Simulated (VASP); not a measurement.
Input of a VASP 6.6.1 run:

The input INCAR:

```
  PREC = Accurate
  ENCUT = 520
  EDIFF = 1E-7
  ISMEAR = 0
  SIGMA = 0.01
  LREAL = False
  LASPH = True
  NELM = 100
  ALGO = Normal
  ISIF = 2
  LWAVE = False
  LCHARG = True
  GGA = PS
  LELF = True
  LVHAR = True
  NBANDS = 60
```

KPOINTS

```
Automatic mesh
0
Gamma
  3 3 2
```

File POSCAR:

```
TiO2
1.0
    3.1357620000     -5.7698360000      0.0000000000
    3.1357620000      5.7698360000      0.0000000000
    0.0000000000      0.0000000000     10.4635350000
Ti O
4 8
Direct
    0.7542030000      0.2457970000      0.9995420000
    0.2537170000      0.2537170000      0.9426760000
    0.2457970000      0.7542030000      0.9995420000
    0.7462830000      0.7462830000      0.9426760000
    0.6094940000      0.8810860000      0.0382370000
    0.0000000000      0.0000000000      0.8605440000
    0.7563080000      0.2436920000      0.8439630000
    0.3905060000      0.1189140000      0.0382370000
    0.2436920000      0.7563080000      0.8439630000
    0.8810860000      0.6094940000      0.0382370000
    0.1189140000      0.3905060000      0.0382370000
    0.5000000000      0.5000000000      0.8526480000
```

Potentials or basis: VASP PAW PBE potentials, release 64 (Ti_sv, O).

The run is started by

```console
$ cat potpaw_PBE.64/Ti_sv/POTCAR potpaw_PBE.64/O/POTCAR > POTCAR
$ mpirun -np 1 vasp_std > vasp.out
```

Problem. Predict the band gap on the k mesh.

Solution. 2.82 eV.

Problem. What does it give for the largest force?

Solution. 0.692 eV/Å.

Forces on the atoms (eV/Å):
```
Ti   0.000  0.082 -0.399
Ti  -0.178  0.000 -0.061
Ti   0.000 -0.082 -0.399
Ti   0.178  0.000 -0.061
O    0.033 -0.012 -0.213
O    0.000  0.000  0.167
O    0.000  0.134  0.679
O   -0.033  0.012 -0.213
O    0.000 -0.134  0.679
O    0.033  0.012 -0.213
O   -0.033 -0.012 -0.213
O    0.000  0.000  0.245
```

Caveat: the PAW data sets were made with another functional, which shifts forces and pressure a little.
